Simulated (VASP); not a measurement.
VSi:

```xyz
2
Lattice="2.7535 0.0000 0.0000 0.0000 2.7535 0.0000 0.0000 0.0000 2.7535" Properties=species:S:1:pos:R:3 pbc="T T T"
V     1.3768    1.3768    1.3768
Si    0.0000    0.0000    0.0000
```

```yaml
Program: VASP 6.6.1
Task: relaxation of cell and atoms
Functional: r2SCAN
Potentials_or_basis: VASP PAW PBE potentials, release 64 (V_sv, Si)
Cutoff: 600 eV
k_mesh: 8 × 8 × 8
Occupations: gaussian, width 0.1 eV
Spin: no spin polarisation
```

At the start: pressure 56.6 GPa; volume 10.44 Å³/atom.

Problem. How do energy, volume and symmetry change on relaxing?

Solution. Over 4 steps the energy falls by 359.4 meV/atom and the volume is 12.90 Å³/atom (+23.6 %); space group Pm-3m (No. 221, to 0.1 Å) before and after.

Step by step:
```
step  energy change (eV)  largest force (eV/Å)  pressure (GPa)  volume (Å³)
   1              0.0000                0.0000           56.56        20.88
   2              0.2159                0.0000          -27.84        34.11
   3             -0.7174                0.0000           -2.03        26.04
   4             -0.7189                0.0000           -0.19        25.80
```

Final structure:
```
V Si
1.0
     2.95485    0.00000    0.00000
     0.00000    2.95485    0.00000
     0.00000    0.00000    2.95485
V Si
1 1
Direct
  0.50000 0.50000 0.50000
  0.00000 0.00000 0.00000
```

Caveat: the volume moved by over 15 % at a fixed basis, so the end points are rough; the PAW data sets were made with another functional, which shifts forces and pressure a little.
